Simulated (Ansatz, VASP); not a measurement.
## CuO in VASP and in Ansatz

```xyz
4
Lattice="2.3418 -1.7113 0.0000 2.3418 1.7113 0.0000 -0.8500 0.0000 5.0579" Properties=species:S:1:pos:R:3 pbc="T T T"
Cu    1.1709    0.8557    0.0000
Cu    0.7459   -0.8557    2.5289
O     2.1293   -0.2793    1.2645
O     1.7043    0.2793    3.7934
```

Alike in both runs: task single point; functional PBE; k mesh 6 × 6 × 4; occupations gaussian, width 0.1 eV; no spin polarisation.

```csv
,VASP,Ansatz
version,VASP 6.6.1,Ansatz 0.2.0
potentials or method,"VASP PAW PBE potentials, release 64 (Cu, O), cutoff 600 eV","scalar-relativistic, plane waves, PAW"
valence electrons in the cell,34,50
```

Ansatz gave:

```
gap on the k mesh at the Fermi level (eV)                     : none
pressure (GPa)                                                : 5.8
traceless stress, the component that is largest in VASP (GPa) : -1.14
rms of the force components (eV/Å)                            : 0.118
```

Question: Which values does VASP return?

Answer: gap on the k mesh at the Fermi level (eV): none; pressure (GPa): 6.4; traceless stress, the component that is largest in VASP (GPa): -1.20; rms of the force components (eV/Å): 0.101.

Atom by atom the forces differ by 0.018 eV/Å (rms over components). A gap of «none» marks a metal or a gap that the smearing closes. VASP's potentials hold 34 valence electrons a cell and Ansatz's 50, so a difference there can come from the potentials and not from the codes.

The k mesh is coarse, so the values compare programs but aren't converged.
